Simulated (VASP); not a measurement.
## NaI: single point with PBEsol

Crystal: NaI.

```
Na I
1.0
     4.79605    0.00000    0.00000
     0.00000    4.32341    0.00000
     0.00000    0.00000    7.81897
Na I
2 2
Direct
  0.25000 0.50000 0.27936
  0.75000 0.50000 0.72064
  0.25000 0.00000 0.75241
  0.75000 0.00000 0.24759
```

This cell differs from its parent crystal: strained.

```
Program             : VASP 6.6.1
Task                : single point
Functional          : PBEsol
Potentials or basis : VASP PAW PBE potentials, release 64 (Na_pv, I)
Cutoff              : 520 eV
k mesh              : 6 × 6 × 4
Occupations         : gaussian, width 0.02 eV
Spin                : no spin polarisation
```

The pressure is -1.3 GPa and the largest force is 0.135 eV/Å. The band gap on the k mesh is 2.50 eV, indirect (least direct gap 2.71 eV).

Forces on the atoms (eV/Å):
```
Na   0.000  0.000 -0.077
Na   0.000  0.000  0.077
I    0.000  0.000 -0.135
I    0.000  0.000  0.135
```

Stress tensor (GPa, compression positive):
```
-1.80  0.00  0.00
 0.00 -1.50  0.00
 0.00  0.00 -0.69
```

Levels at points of the mesh, in eV from the valence-band top:
| k point | band 11 | band 12 | band 13 | band 14 | band 15 | band 16 | band 17 | band 18 |
| --- | --- | --- | --- | --- | --- | --- | --- | --- |
| (0.00, 0.00, 0.00) | -0.73 | -0.51 | -0.26 | -0.21 | 2.50 | 3.92 | 5.89 | 6.23 |
| (0.50, 0.00, 0.00) | -1.04 | -1.04 | -0.32 | -0.32 | 4.94 | 4.94 | 5.97 | 5.97 |
| (0.00, 0.50, 0.00) | -1.46 | -0.90 | -0.54 | 0.00 | 3.79 | 4.81 | 5.26 | 5.90 |
| (0.50, 0.50, 0.00) | -1.60 | -1.60 | -0.71 | -0.71 | 3.98 | 3.98 | 5.35 | 5.35 |
| (0.00, 0.00, 0.50) | -0.95 | -0.94 | -0.40 | -0.39 | 3.50 | 3.70 | 5.55 | 5.64 |
| (0.50, 0.00, 0.50) | -0.67 | -0.67 | -0.32 | -0.32 | 4.29 | 4.29 | 6.34 | 6.34 |
| (0.00, 0.50, 0.50) | -0.86 | -0.80 | -0.73 | -0.73 | 4.38 | 5.01 | 5.53 | 5.54 |
| (0.50, 0.50, 0.50) | -1.79 | -1.79 | -0.40 | -0.40 | 3.57 | 3.57 | 6.10 | 6.10 |

Run time: 71 s on 1 thread of Oxide Virtual Turin-like Processor (shared host), peak memory 0.29 GiB.

Caveat: the cell differs from its parent crystal (strained); the PAW data sets were made with another functional, which shifts forces and pressure a little; spin-orbit coupling is left out, which moves the levels of the heavy elements. A k mesh can miss the band edges.
